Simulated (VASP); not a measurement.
# Na4F3 (P-43m) in VASP: notebook, part 2 of 2

VASP 6.6.1. Earlier steps stand in the parts before.

### 4 Single point, PBE

This run uses another cell than the first one, of 20.94 Å³/atom.

Input file INCAR:

```
PREC     = Accurate       # precision mode
ENCUT    = 520            # plane-wave cutoff, eV
EDIFF    = 1E-6           # SCF threshold, eV
ISMEAR   = 0              # smearing method
SIGMA    = 0.1            # smearing width, eV
LREAL    = False          # projectors in reciprocal space
LASPH    = True           # aspherical terms in the spheres
NELM     = 80             # most SCF steps
ALGO     = Normal         # electronic algorithm
ISIF     = 2              # what is computed and relaxed
LWAVE    = False          # write WAVECAR
LCHARG   = True           # write CHGCAR
GGA      = PE             # functional
LELF     = True           # ELF
LVHAR    = True         
NBANDS   = 34             # bands
```

Input file KPOINTS:

```
regular mesh
0
Gamma
  8 8 8
```

Input file POSCAR:

```
Na4F3
1.0
    5.2728810291      0.0000000000      0.0000000000
    0.0000000000      5.2728810291      0.0000000000
    0.0000000000      0.0000000000      5.2728810291
Na F
4 3
Direct
    0.2633720560      0.2633720560      0.2633720560
    0.7366279440      0.7366279440      0.2633720560
    0.7366279440      0.2633720560      0.7366279440
    0.2633720560      0.7366279440      0.7366279440
    0.0000000000      0.5000000000      0.5000000000
    0.5000000000      0.0000000000      0.5000000000
    0.5000000000      0.5000000000      0.0000000000
```

Potentials or basis: VASP PAW PBE potentials, release 64 (Na_pv, F).

The run is started by

```bash
$ cat potpaw_PBE.64/Na_pv/POTCAR potpaw_PBE.64/F/POTCAR > POTCAR
$ mpirun -np 1 vasp_std > vasp.out
```

OUTCAR:

```text
PREC = Accurate
   ENCUT = 520
   EDIFF = 1E-6
   ISMEAR = 0
   LREAL = False
   LASPH = True
   NELM = 80
   ISIF = 2
   GGA = PE

 ion  position               nearest neighbor table
   1  0.263  0.263  0.263-   5 2.25   6 2.25   7 2.25
   2  0.737  0.737  0.263-   5 2.25   6 2.25   7 2.25
   3  0.737  0.263  0.737-   5 2.25   6 2.25   7 2.25
   4  0.263  0.737  0.737-   5 2.25   6 2.25   7 2.25
   5  0.000  0.500  0.500-   1 2.25   2 2.25   3 2.25   4 2.25
   6  0.500  0.000  0.500-   1 2.25   2 2.25   3 2.25   4 2.25
   7  0.500  0.500  0.000-   1 2.25   2 2.25   3 2.25   4 2.25

  LATTYP: Found a simple cubic cell.
 ALAT       =     5.2728810291

  Lattice vectors:

 A1 = (   5.2728810291,   0.0000000000,   0.0000000000)
 A2 = (   0.0000000000,   5.2728810291,   0.0000000000)
 A3 = (   0.0000000000,   0.0000000000,   5.2728810291)

Analysis of symmetry for initial positions (statically):
=====================================================================
 Subroutine PRICEL returns:
 Original cell was already a primitive cell.

 Routine SETGRP: Setting up the symmetry group for a
 simple cubic supercell.

 Subroutine GETGRP returns: Found 24 space group operations
 (whereof 24 operations were pure point group operations)
 out of a pool of 48 trial point group operations.

The static configuration has the point symmetry T_d .

Analysis of symmetry for dynamics (positions and initial velocities):
=====================================================================
 Subroutine PRICEL returns:
 Original cell was already a primitive cell.

 Routine SETGRP: Setting up the symmetry group for a
 simple cubic supercell.

 Subroutine GETGRP returns: Found 24 space group operations
 (whereof 24 operations were pure point group operations)
 out of a pool of 48 trial point group operations.
[... 132 lines left out ...]
  volume/ion in A,a.u.               =      20.94       141.33
  Fermi-wavevector in a.u.,A,eV,Ry     =   1.136124  2.146962 17.562083  1.290777
  Thomas-Fermi vector in A             =   2.272829
   LORBIT       =      0    0 simple, 1 ext, 2 COOP (PROOUT), +10 PAW based schemes
   GGA     = PE    functional components
   LHFCALC =     F    Hartree Fock is set to
   AEXX    =    0.0000 exact exchange contribution
   IVDW    =     0    specifies the selected vdW correction
   LEPSILON=     F    determine dielectric tensor
   LRPA    =     F    only Hartree local field effects (RPA)
 non-spin polarized calculation
 Gauss-broadening in eV      SIGMA  =   0.10
  energy-cutoff  :      520.00
  volume of cell :      146.60
 maximum number of plane-waves:      3968
 NGX is ok and might be reduce to    40
   NGX = 19   NGY = 19   NGZ = 19

 number of electron      48.9999975 magnetization

 Free energy of the ion-electron system (eV)
  ---------------------------------------------------
  ext. energy  EPLUGINS =         0.00000000
  ---------------------------------------------------
  free energy    TOTEN  =       -25.85876336 eV

  energy without entropy =      -25.85101271  energy(sigma->0) =      -25.85488803

 E-fermi :   1.1838     XC(G=0):  -7.1361

 val. band max:        1.1381145006   @ k =   0.3750   0.2500   0.1250
 cond. band min:       1.1920536773   @ k =   0.5000   0.1250   0.1250
 fundamental gap:      0.0539391766
 Fermi energy:         1.1838068195

 k-point     1 :       0.0000    0.0000    0.0000
  band No.  band energies     occupation
      1     -23.6591      2.00000
      2     -23.6591      2.00000
      3     -23.4770      2.00000
      4     -23.3662      2.00000
      5     -23.3662      2.00000
      6     -23.3662      2.00000
[... 877 lines left out ...]
     33       8.3057      0.00000
     34       9.2967      0.00000

 [... further k-points ...]

------------------------ aborting loop because EDIFF is reached ----------------------------------------

  FORCE on cell =-STRESS in cart. coord.  units (eV):
  Direction    XX          YY          ZZ          XY          YZ          ZX
  --------------------------------------------------------------------------------------
  -------------------------------------------------------------------------------------
  Total       -0.0238435     -0.0238435     -0.0238435      0.0000000     -0.0000000      0.0000000
  in kB       -0.2605771     -0.2605771     -0.2605771      0.0000000     -0.0000000      0.0000000
  external PRESSURE =      -0.2605771 kB  Pullay stress =       0.0000000 kB

 VOLUME and BASIS-vectors are now :
 -----------------------------------------------------------------------------
  energy-cutoff  :      520.00
  volume of cell :      146.60
      direct lattice vectors                 reciprocal lattice vectors
     5.272881029  0.000000000  0.000000000     0.189649642  0.000000000  0.000000000
     0.000000000  5.272881029  0.000000000     0.000000000  0.189649642  0.000000000
     0.000000000  0.000000000  5.272881029     0.000000000  0.000000000  0.189649642

 POSITION                                       TOTAL-FORCE (eV/Angst)
 -----------------------------------------------------------------------------------
      1.38873      1.38873      1.38873        -0.007034     -0.007034     -0.007034
      3.88415      3.88415      1.38873         0.007034      0.007034     -0.007034
      3.88415      1.38873      3.88415         0.007034     -0.007034      0.007034
      1.38873      3.88415      3.88415        -0.007034      0.007034      0.007034
      0.00000      2.63644      2.63644        -0.000000      0.000000     -0.000000
      2.63644      0.00000      2.63644        -0.000000      0.000000     -0.000000
      2.63644      2.63644      0.00000        -0.000000      0.000000     -0.000000
 -----------------------------------------------------------------------------------
    total drift:                                0.000000      0.000000      0.000000

  FREE ENERGIE OF THE ION-ELECTRON SYSTEM (eV)
  ---------------------------------------------------
  free  energy   TOTEN  =       -25.8587633560 eV

  energy  without entropy=      -25.8510127082  energy(sigma->0) =      -25.85488803
```

OSZICAR:

```text
N       E                     dE             d eps       ncg     rms          rms(c)
DAV:   1     0.586350534932E+03    0.58635E+03   -0.25022E+04  2380   0.157E+03
DAV:   2     0.490705328516E+02   -0.53728E+03   -0.49879E+03  2604   0.448E+02
DAV:   3    -0.274673359719E+02   -0.76538E+02   -0.75526E+02  2832   0.178E+02
DAV:   4    -0.302096922719E+02   -0.27424E+01   -0.27364E+01  2668   0.368E+01
DAV:   5    -0.302790998619E+02   -0.69408E-01   -0.69369E-01  2728   0.588E+00    0.107E+01
DAV:   6    -0.260994618776E+02    0.41796E+01   -0.14500E+01  2966   0.208E+01    0.376E+00
DAV:   7    -0.259387904515E+02    0.16067E+00   -0.50833E-01  2728   0.419E+00    0.213E+00
DAV:   8    -0.258480343734E+02    0.90756E-01   -0.26197E-01  3076   0.463E+00    0.259E-01
DAV:   9    -0.258574878597E+02   -0.94535E-02   -0.23789E-02  3020   0.901E-01    0.154E-01
DAV:  10    -0.258586998142E+02   -0.12120E-02   -0.19927E-03  2796   0.482E-01    0.368E-02
DAV:  11    -0.258587170279E+02   -0.17214E-04   -0.13397E-04  2908   0.127E-01    0.146E-02
DAV:  12    -0.258587624236E+02   -0.45396E-04   -0.99096E-05  2434   0.667E-02    0.391E-03
DAV:  13    -0.258587633560E+02   -0.93249E-06   -0.39468E-06  2704   0.160E-02
   1 F= -.25858763E+02 E0= -.25854888E+02  d E =-.775065E-02
```

Wall time 2.5 min (1 thread of AMD EPYC 7R43 (Zen 3), shared host); peak memory 0.26 GiB.

Results:

* Free energy: -25.8588 eV
* Pressure: 0.0 GPa
* Largest force: 0.012 eV/Å
* Band gap on the k mesh: zero (an odd number of electrons rules out a gap without spin polarisation)

Forces in eV/Å, atoms in the order of the input:
```
Na  -0.007 -0.007 -0.007
Na   0.007  0.007 -0.007
Na   0.007 -0.007  0.007
Na  -0.007  0.007  0.007
F    0.000  0.000  0.000
F    0.000  0.000  0.000
F    0.000  0.000  0.000
```

Caveat: an odd number of electrons without spin polarisation forces a metal; a magnetic or distorted state may lie lower.

### 5 The runs side by side

```csv
task,spin,cell,k mesh,cutoff (eV),gap on the mesh (eV),pressure (GPa),largest force (eV/Å)
relaxation of cell and atoms,off,"relaxed from a = 4.295 Å, 7 atoms, atomic positions A",4 × 4 × 4,600,none,0.3,-
single point,collinear,"a = 4.295 Å, 7 atoms, atomic positions A",4 × 4 × 4,520,none,108.2,15.57
single point,off,"a = 5.273 Å, 7 atoms, atomic positions B",8 × 8 × 8,520,none,0.0,0.01
```

Alike in all rows: level PBE; potentials or basis VASP PAW PBE potentials, release 64 (Na_pv, F); smearing gaussian 0.1 eV.

Caveats: some runs use coarse meshes; an odd number of electrons without spin polarisation forces a metal (at least some runs); a magnetic or distorted state may lie lower (at least some runs); the volume moved by over 15 % at a fixed basis, so the end points are rough (at least some runs); atoms lie so close that the PAW spheres overlap strongly, which falsifies energies and pressures (at least some runs); forces of over 1 eV/Å act on the atoms, so gaps and moduli don't describe the material at rest (at least some runs).

Total energies depend on the potentials used, so only differences within one code and one set of settings carry meaning.

The gap in the log of VASP goes by the Fermi energy; the results here count the filled bands.